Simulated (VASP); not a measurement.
# Na (Im-3m) in VASP: single point with PBE

Aim: the single point of Na with PBE.

All numbers are computed with VASP 6.6.1; they aren't measurements. Logs are shortened: lines on timing, memory, paths and dates and some standing lists are left out, and cuts for length are marked.

## 1. The cell of the first run

It takes space group Im-3m (No. 229, cubic). The conventional cell has a = 4.222 Å, b = 4.222 Å, c = 4.222 Å, α = 90.00°, β = 90.00°, γ = 90.00°. Within 4.8 Å of Na (site symmetry m-3m) lie 14 Na at 3.66 to 4.22 Å.

## 2. Single point, PBE

INCAR reads:

```
  PREC = Accurate
  ENCUT = 520
  EDIFF = 1E-6
  ISMEAR = -1
  SIGMA = 0.1
  LREAL = F
  LASPH = T
  NELM = 60
  ALGO = Normal
  ISIF = 2
  LWAVE = F
  LCHARG = F
  GGA = PE
  NBANDS = 10
```

KPOINTS reads:

```
regular mesh
0
Gamma
  13 13 13
```

POSCAR reads:

```
Na
1.0
   -2.1110794623      2.1110794623      2.1110794623
    2.1110794623     -2.1110794623      2.1110794623
    2.1110794623      2.1110794623     -2.1110794623
Na
1
Direct
    0.0000000000      0.0000000000      0.0000000000
```

Potentials or basis: VASP PAW PBE potentials, release 64 (Na_pv).

Run with:

```bash
$ cat potpaw_PBE.64/Na_pv/POTCAR > POTCAR
$ mpirun -np 1 vasp_std > vasp.out
```

OUTCAR:

```text
PREC = Accurate
   ENCUT = 520
   EDIFF = 1E-6
   ISMEAR = -1
   LREAL = F
   LASPH = T
   NELM = 60
   ISIF = 2
   GGA = PE

 ion  position               nearest neighbor table
   1  0.000  0.000  0.000-

  LATTYP: Found a body centered cubic cell.
 ALAT       =     4.2221589246

  Lattice vectors:

 A1 = (  -2.1110794623,   2.1110794623,   2.1110794623)
 A2 = (   2.1110794623,  -2.1110794623,   2.1110794623)
 A3 = (   2.1110794623,   2.1110794623,  -2.1110794623)

Analysis of symmetry for initial positions (statically):
=====================================================================
 Subroutine PRICEL returns:
 Original cell was already a primitive cell.

 Routine SETGRP: Setting up the symmetry group for a
 body centered cubic supercell.

 Subroutine GETGRP returns: Found 48 space group operations
 (whereof 48 operations were pure point group operations)
 out of a pool of 48 trial point group operations.

The static configuration has the point symmetry O_h .

Analysis of symmetry for dynamics (positions and initial velocities):
=====================================================================
 Subroutine PRICEL returns:
 Original cell was already a primitive cell.

 Routine SETGRP: Setting up the symmetry group for a
 body centered cubic supercell.

 Subroutine GETGRP returns: Found 48 space group operations
 (whereof 48 operations were pure point group operations)
 out of a pool of 48 trial point group operations.

The dynamic configuration has the point symmetry O_h .

 Subroutine INISYM returns: Found 48 space group operations
 (whereof 48 operations are pure point group operations),
 and found     1 'primitive' translations

----------------------------------------------------------------------------------------

                                     Primitive cell

  volume of cell :      37.6334

  direct lattice vectors                    reciprocal lattice vectors
    -2.111079462  2.111079462  2.111079462     0.000000000  0.236845656  0.236845656
     2.111079462 -2.111079462  2.111079462     0.236845656  0.000000000  0.236845656
     2.111079462  2.111079462 -2.111079462     0.236845656  0.236845656  0.000000000

  length of vectors
     3.656496888  3.656496888  3.656496888     0.334950339  0.334950339  0.334950339

  position of ions in fractional coordinates (direct lattice)
     0.000000000  0.000000000  0.000000000

  ion indices of the primitive-cell ions
   primitive index   ion index
                 1           1

----------------------------------------------------------------------------------------

 KPOINTS: regular mesh

Automatic generation of k-mesh.
 Grid dimensions read from file:
 generate k-points for:   13   13   13

 Generating k-lattice:

  Cartesian coordinates                     Fractional coordinates (reciprocal lattice)
     0.000000000  0.018218897  0.018218897     0.076923077  0.000000000  0.000000000
     0.018218897  0.000000000  0.018218897     0.000000000  0.076923077  0.000000000
     0.018218897  0.018218897  0.000000000     0.000000000  0.000000000  0.076923077

  Length of vectors
     0.025765411  0.025765411  0.025765411

  Shift w.r.t. Gamma in fractional coordinates (k-lattice)
     0.000000000  0.000000000  0.000000000

 Subroutine IBZKPT returns following result:
 ===========================================

 Found     84 irreducible k-points:

 Following reciprocal coordinates:
            Coordinates               Weight
  0.000000  0.000000  0.000000      1.000000
  0.076923  0.000000  0.000000     12.000000
  0.153846  0.000000  0.000000     12.000000
  0.230769  0.000000  0.000000     12.000000
  0.307692  0.000000  0.000000     12.000000
  0.384615  0.000000  0.000000     12.000000
[... 16 lines left out ...]
  0.153846  0.076923  0.076923     24.000000
  0.230769  0.076923  0.076923     24.000000
 [... further k-points ...]
   k-points           NKPTS =     84   k-points in BZ     NKDIM =     84   number of bands    NBANDS=     10
   number of dos      NEDOS =    301   number of ions     NIONS =      1
   total plane-waves  NPLWV =  21952
   dimension x,y,z NGX =    28 NGY =   28 NGZ =   28
   dimension x,y,z NGXF=    56 NGYF=   56 NGZF=   56
   ions per type =               1
   NGX,Y,Z   is equivalent  to a cutoff of  12.73, 12.73, 12.73 a.u.
   NGXF,Y,Z  is equivalent  to a cutoff of  25.46, 25.46, 25.46 a.u.
 SYSTEM =  unknown system
   PREC   = accura    normal or accurate (medium, high low for compatibility)
   ISTART =      0    job   : 0-new  1-cont  2-samecut
   ICHARG =      2    charge: 1-file 2-atom 10-const
   ISPIN  =      1    spin polarized calculation?
   LNONCOLLINEAR =      F non collinear calculations
   LSORBIT =      F    spin-orbit coupling
   LASPH  =      T    aspherical Exc in radial PAW
   ENCUT  =  520.0 eV  38.22 Ry    6.18 a.u.   6.80  6.80  6.80*2*pi/ulx,y,z
   NELM   =     60;   NELMIN=  2; NELMDL= -5     # of ELM steps
   EDIFF  = 0.1E-05   stopping-criterion for ELM
   LREAL  =      F    real-space projection
[... 7 lines left out ...]
   TEBEG  =    0.0;   TEEND  =   0.0 temperature during run
   PSTRESS=    0.0 pullay stress
   NELECT =       7.0000    total number of electrons
   NUPDOWN=      -1.0000    fix difference up-down
   EMIN   =  10.00;   EMAX   =-10.00  energy-range for DOS
   EFERMI =   0.00;   METHOD = LEGACY
   ISMEAR =    -1;   SIGMA  =   0.10  broadening in eV -4-tet -1-fermi 0-gaus
   EFERMI_NEDOS =   21; number of points for ismear=-14 and -15
   IALGO  =     38    algorithm
   IMIX   =      4    mixing-type and parameters
     AMIX     =   0.40;   BMIX     =  1.00
     AMIX_MAG =   1.60;   BMIX_MAG =  1.00
  volume/ion in A,a.u.               =      37.63       253.96
  Fermi-wavevector in a.u.,A,eV,Ry     =   0.934508  1.765964 11.882034  0.873305
  Thomas-Fermi vector in A             =   2.061320
   LORBIT       =      0    0 simple, 1 ext, 2 COOP (PROOUT), +10 PAW based schemes
   GGA     = PE    functional components
   LHFCALC =     F    Hartree Fock is set to
   AEXX    =    0.0000 exact exchange contribution
   IVDW    =     0    specifies the selected vdW correction
   LEPSILON=     F    determine dielectric tensor
   LRPA    =     F    only Hartree local field effects (RPA)
 non-spin polarized calculation
  energy-cutoff  :      520.00
  volume of cell :       37.63
 maximum number of plane-waves:      1032
   NGX = 13   NGY = 13   NGZ = 13

 number of electron       7.0000010 magnetization

 Free energy of the ion-electron system (eV)
  ---------------------------------------------------
  ext. energy  EPLUGINS =         0.00000000
  ---------------------------------------------------
  free energy    TOTEN  =        -1.31830876 eV

  energy without entropy =       -1.30197770  energy(sigma->0) =       -1.31014323

 E-fermi :   0.3047     XC(G=0):  -6.4633

 val. band max:        0.2462284159   @ k =  -0.3077   0.3077   0.3077
 cond. band min:       0.3391143620   @ k =  -0.3846   0.4615   0.0769
 fundamental gap:      0.0928859461
 Fermi energy:         0.3046588637

 k-point     1 :       0.0000    0.0000    0.0000
  band No.  band energies     occupation
      1     -24.6274      2.00000
      2     -24.6274      2.00000
      3     -24.6274      2.00000
      4      -2.9606      2.00000
      5      11.9208      0.00000
      6      11.9209      0.00000
      7      11.9209      0.00000
      8      12.9131      0.00000
      9      12.9131      0.00000
     10      13.4631      0.00000

 k-point     2 :       0.0769    0.0000    0.0000
  band No.  band energies     occupation
      1     -24.6294      2.00000
      2     -24.6281      2.00000
      3     -24.6274      2.00000
      4      -2.8574      2.00000
      5      10.5953      0.00000
      6      11.2833      0.00000
      7      11.5180      0.00000
      8      12.1180      0.00000
      9      12.3743      0.00000
     10      13.7460      0.00000

 k-point     3 :       0.1538    0.0000    0.0000
  band No.  band energies     occupation
      1     -24.6348      2.00000
      2     -24.6299      2.00000
      3     -24.6274      2.00000
      4      -2.5489      2.00000
      5       8.5984      0.00000
      6      10.3852      0.00000
      7      10.8556      0.00000
      8      11.2455      0.00000
      9      12.0279      0.00000
     10      13.8812      0.00000

 k-point     4 :       0.2308    0.0000    0.0000
  band No.  band energies     occupation
      1     -24.6423      2.00000
      2     -24.6325      2.00000
      3     -24.6274      2.00000
      4      -2.0389      2.00000
      5       6.6996      0.00000
      6       9.6227      0.00000
      7      10.2677      0.00000
      8      10.5394      0.00000
      9      11.5508      0.00000
     10      14.3029      0.00000
[... 222 lines left out ...]
 k-point    22 :       0.0769    0.0769    0.0769
  band No.  band energies     occupation
      1     -24.6386      2.00000
      2     -24.6288      2.00000
      3     -24.6288      2.00000
      4      -2.3443      2.00000
      5       8.5302      0.00000
      6       8.5302      0.00000
      7       9.6372      0.00000
      8      13.0184      0.00000
      9      13.0184      0.00000
     10      14.0624      0.00000

 k-point    23 :       0.1538    0.0769    0.0769
  band No.  band energies     occupation
      1     -24.6450      2.00000
      2     -24.6314      2.00000
      3     -24.6289      2.00000
      4      -1.8363      2.00000
      5       6.8022      0.00000
      6       7.7780      0.00000
      7       8.8248      0.00000
      8      12.7195      0.00000
      9      13.0890      0.00000
     10      14.5309      0.00000

 k-point    24 :       0.2308    0.0769    0.0769
  band No.  band energies     occupation
      1     -24.6512      2.00000
      2     -24.6348      2.00000
      3     -24.6290      2.00000
      4      -1.1332      2.00000
      5       5.1022      0.00000
      6       7.2133      0.00000
      7       8.2617      0.00000
      8      12.2129      0.00000
      9      12.8526      0.00000
     10      15.0626      0.00000

 [... further k-points ...]
[... 5 lines left out ...]
  --------------------------------------------------------------------------------------
  -------------------------------------------------------------------------------------
  Total       -0.0340270     -0.0340270     -0.0340270      0.0000000      0.0000000     -0.0000000
  in kB       -1.4486421     -1.4486421     -1.4486421      0.0000000      0.0000000     -0.0000000
  external PRESSURE =      -1.4486421 kB  Pullay stress =       0.0000000 kB

 VOLUME and BASIS-vectors are now :
 -----------------------------------------------------------------------------
  energy-cutoff  :      520.00
  volume of cell :       37.63
      direct lattice vectors                 reciprocal lattice vectors
    -2.111079462  2.111079462  2.111079462     0.000000000  0.236845656  0.236845656
     2.111079462 -2.111079462  2.111079462     0.236845656  0.000000000  0.236845656
     2.111079462  2.111079462 -2.111079462     0.236845656  0.236845656  0.000000000

 POSITION                                       TOTAL-FORCE (eV/Angst)
 -----------------------------------------------------------------------------------
      0.00000      0.00000      0.00000         0.000000     -0.000000      0.000000
 -----------------------------------------------------------------------------------
    total drift:                                0.000000     -0.000000      0.000000

  FREE ENERGIE OF THE ION-ELECTRON SYSTEM (eV)
  ---------------------------------------------------
  free  energy   TOTEN  =        -1.3183087596 eV

  energy  without entropy=       -1.3019777001  energy(sigma->0) =       -1.31014323
```

It took 20 s on 1 thread of AMD EPYC 9R45 (Zen 5), shared host; peak memory 0.13 GiB.

What came out:

| Item | Value |
| --- | --- |
| Free energy | -1.3183 eV |
| Pressure | -0.1 GPa |

Levels at points of the mesh, in eV from the Fermi level:
| k point | band 1 | band 2 | band 3 | band 4 | band 5 | band 6 |
| --- | --- | --- | --- | --- | --- | --- |
| (0.00, 0.00, 0.00) | -24.93 | -24.93 | -24.93 | -3.27 | 11.62 | 11.62 |
